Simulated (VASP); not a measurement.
A run of VASP 6.6.1 is set up as follows.

Contents of INCAR:

```
SYSTEM = HfN
PREC = Accurate ; ENCUT = 520
EDIFF = 1E-6 ; ISMEAR = 0
SIGMA = 0.15 ; LREAL = .False.
LASPH = .True. ; NELM = 100
ALGO = Normal ; ISIF = 2
LWAVE = .False. ; LCHARG = .True.
GGA = PE ; LELF = .True.
LVHAR = .True. ; NBANDS = 14
```

Contents of KPOINTS:

```
Automatic mesh
0
Gamma
  18 18 18
  0 0 0
```

File POSCAR:

```
HfN
1.0
    0.0000000000      2.1686400000      2.0782800000
    2.1686400000      0.0000000000      2.0782800000
    2.1686400000      2.1686400000      0.0000000000
Hf N
1 1
Direct
    0.0000000000      0.0000000000      0.0000000000
    0.5000000000      0.5000000000      0.5000000000
```

Potentials or basis: VASP PAW PBE potentials, release 64 (Hf_pv, N).

The run is started by

```sh
$ cat potpaw_PBE.64/Hf_pv/POTCAR potpaw_PBE.64/N/POTCAR > POTCAR
$ mpirun -np 1 vasp_std > vasp.out
```

Question: What does it give for the band gap on the k mesh?

Answer: Zero (an odd number of electrons rules out a gap without spin polarisation).

Question: Estimate the pressure.

Answer: 71.4 GPa.

Stress tensor (GPa, compression positive):
```
 56.13   0.00   0.00
  0.00  56.13   0.00
  0.00   0.00 102.07
```

Caveat: the cell differs from its parent crystal (strain -0.040 along x and y, -0.080 along z); the cell stands under pressure; spin-orbit coupling is left out, which moves the levels of the heavy elements.
